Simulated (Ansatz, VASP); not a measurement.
EuO in VASP and in Ansatz

```
Eu O
1.0
     0.00000    2.52913    2.52913
     2.52913    0.00000    2.52913
     2.52913    2.52913    0.00000
Eu O
1 1
Direct
  0.50000 0.50000 0.50000
  0.00000 0.00000 0.00000
```

Alike in both runs: task single point; functional r2SCAN; dispersion rVV10; k mesh 8 × 8 × 8; occupations gaussian, width 0.05 eV; collinear spin; Hubbard terms Eu f U = 4.0 eV.

```csv
,VASP,Ansatz
version,VASP 6.6.1,Ansatz 0.2.0
potentials or method,"VASP PAW PBE potentials, release 64 (Eu, O), cutoff 800 eV","scalar-relativistic, plane waves, PAW"
valence electrons in the cell,23,23
```

Ansatz gave:

```
gap on the k mesh at the Fermi level (eV)                     : none
pressure (GPa)                                                : 2.2
net moment per atom (μB)                                      : 3.50
size of the moment on the site where the two differ most (μB) : 6.75
```

Task: Estimate VASP's values.

Result: gap on the k mesh at the Fermi level (eV): none; pressure (GPa): 1.7; net moment per atom (μB): 3.50; size of the moment on the site where the two differ most (μB): 6.62.

VASP's potentials were made for PBE, not for r2SCAN. Site moments also hang on the region over which each program counts them. The programs project onto different local orbitals, so the same U acts differently, and such runs can settle in different states. A gap of «none» marks a metal or a gap that the smearing closes. Ansatz's warnings: filled band counts differ across k points, stability check not made.

Spin-orbit coupling is off throughout.
